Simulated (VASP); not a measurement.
# SiW16 (a cell with a defect): single point with PBE

The system is SiW16 (a cell with a defect).

```
W Si
1.0
     6.32000    0.00000    0.00000
     0.00000    6.32000    0.00000
     0.00000    0.00000    6.32000
W Si
16 1
Cartesian
  0.3350 0.8891 -0.1307
  2.9204 0.3892 -0.2011
  -0.0720 3.5961 -0.2113
  0.1370 0.4903 2.7562
  1.5982 2.3728 1.2501
  3.0250 3.5391 -0.3165
  3.1274 0.5904 2.7008
  4.7107 2.1288 1.2373
  -0.0473 3.5652 2.9879
  1.4564 5.3187 1.3104
  1.5626 1.9721 4.4329
  2.8649 3.6444 2.8847
  4.8474 5.0813 1.4564
  4.7003 1.8752 4.2794
  1.5012 5.0654 4.6004
  4.3038 4.9622 4.0651
  5.3090 -0.5907 -0.6205
```

```yaml
Program: VASP 6.6.1
Task: single point
Functional: PBE
Potentials_or_basis: VASP PAW PBE potentials, release 64 (W_sv, Si)
Cutoff: 520 eV
k_mesh: 2 × 2 × 2
Occupations: fermi-dirac, width 0.05 eV
Spin: no spin polarisation
Dipole_correction: no
Further_INCAR_settings: LREAL = Auto; ALGO = Normal; EDIFF = 1e-06; NBANDS = 128
```

The pressure is 40.3 GPa. The largest force is 5.176 eV/Å and the band gap on the k mesh is zero (bands 114 and 115 overlap by 0.64 eV).

Forces on the atoms (eV/Å):
```
W   -0.675  0.905  1.983
W    4.906  0.172 -1.641
W   -0.806 -0.165 -2.086
W   -2.227  0.139  2.809
W   -0.537 -3.557  2.976
W    3.186  2.005 -0.695
W   -0.688 -0.887  0.903
W   -0.824 -1.046  0.738
W    0.039  0.099 -0.826
W    1.355 -2.245  0.397
W    1.080  1.760 -2.202
W    0.912 -2.069 -2.220
W   -2.669  1.397  0.753
W   -0.207  0.679  2.204
W   -1.913  2.326 -1.846
W    0.567  0.065 -0.903
Si  -1.499  0.420 -0.343
```

Stress tensor (GPa, compression positive):
```
39.29 11.33  6.68
11.33 38.50  6.08
 6.68  6.08 43.12
```

Levels at points of the mesh, in eV from the Fermi level:
```
           k point  band 112  band 113  band 114  band 115  band 116  band 117
(0.00, 0.00, 0.00)     -0.29      0.08      0.10      0.42      0.51      0.72
(0.50, 0.00, 0.00)     -0.50     -0.39     -0.33     -0.04      0.23      0.47
(0.00, 0.50, 0.00)     -0.44     -0.22      0.02      0.10      0.18      0.52
(0.00, 0.00, 0.50)     -0.34     -0.28     -0.02      0.23      0.30      0.48
(0.50, 0.50, 0.00)     -0.69     -0.62     -0.58     -0.30      0.24      0.34
(0.00, 0.50, 0.50)     -0.76     -0.53     -0.45     -0.21      0.29      0.32
(0.50, 0.00, 0.50)     -0.80     -0.60     -0.39     -0.10      0.22      0.28
(0.50, 0.50, 0.50)     -1.66     -0.55      0.34      0.36      0.68      1.03
```

Wall time 16 min on 1 thread of Oxide Virtual Turin-like Processor (shared host), peak memory 0.39 GiB.

Caveat: the k points lie up to 0.50 Å⁻¹ apart, too coarse for converged energies and pressures of a metal; the atoms stand as in a frame of molecular dynamics; spin-orbit coupling is left out, which moves the levels of the heavy elements.
